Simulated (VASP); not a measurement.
Here is a VASP 6.6.1 calculation.

Contents of INCAR:

```
ALGO     = Normal         # electronic algorithm
EDIFF    = 1E-7           # SCF threshold, eV
EDIFFG   = -0.01          # ionic threshold
ENCUT    = 600            # plane-wave cutoff, eV
GGA      = PE             # functional
IBRION   = 2              # ionic algorithm
ISIF     = 4              # what is computed and relaxed
ISMEAR   = 0              # smearing method
IVDW     = 12             # dispersion correction
LASPH    = True           # aspherical terms in the spheres
LCHARG   = False          # write CHGCAR
LREAL    = False          # projectors in reciprocal space
LWAVE    = False          # write WAVECAR
NELM     = 80             # most SCF steps
NSW      = 50             # ionic steps
PREC     = Accurate       # precision mode
SIGMA    = 0.02           # smearing width, eV
```

Contents of KPOINTS:

```
k-points
0
Gamma
  12 12 12
```

POSCAR

```
BN
1.0
    1.2660510555      0.7309549177      3.4212523811
   -1.2660510555      0.7309549177      3.4212523811
    0.0000000000     -1.4619098354      3.4212523811
B N
1 1
Direct
    0.9996613582      0.9996613582      0.9996613582
    0.3327716418      0.3327716418      0.3327716418
```

Potentials or basis: VASP PAW PBE potentials, release 64 (B, N).

The run is started by

```sh
$ cat potpaw_PBE.64/B/POTCAR potpaw_PBE.64/N/POTCAR > POTCAR
$ mpirun -np 1 vasp_std > vasp.out
```

(1) What does it give for the dispersion energy per atom?

(2) What does it give for the band gap on the k mesh?

Results:

(1) -0.133 eV.

(2) 4.32 eV, indirect (least direct gap 4.67 eV).
